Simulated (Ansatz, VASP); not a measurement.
## One calculation of TaRu, two programs

```xyz
2
Lattice="2.9919 0.0000 0.0000 0.0000 2.9919 0.0000 0.0000 0.0000 3.3890" Properties=species:S:1:pos:R:3 pbc="T T T"
Ta    1.4960    1.4960    1.6945
Ru    0.0000    0.0000    0.0000
```

Change from the starting cell: equal xx and yy strain of -2 %, PAW files.

Alike in both runs: task electric field gradients; functional LDA; k mesh 11 × 11 × 10; occupations fermi-dirac, width 0.05 eV; no spin polarisation.

|  | VASP | Ansatz |
| --- | --- | --- |
| version | VASP 6.6.1 | Ansatz 0.2.0 |
| potentials or method | VASP PAW LDA potentials, release 64 (Ta_pv, Ru_pv) | PAW with Ansatz's default frozen-core files, scalar-relativistic |
| plane-wave cutoff (eV) | 520 | 420 |
| valence electrons in the cell | 25 | 29 |

```csv
,VASP,Ansatz,Ansatz less VASP
pressure (GPa),1.4,0.4,-1.06
"traceless stress, the component that is largest in VASP (GPa)",-0.76,-0.72,+0.045
size of Vzz on the site where it differs most (V/Å²),35.9,28.1,-7.86
```

LDA's correlation is that of Perdew and Zunger in VASP and of Perdew and Wang (1992) in Ansatz. VASP's potentials hold 25 valence electrons a cell and Ansatz's 29, so a difference there can come from the potentials and not from the codes.

Neither program's run includes spin-orbit coupling.
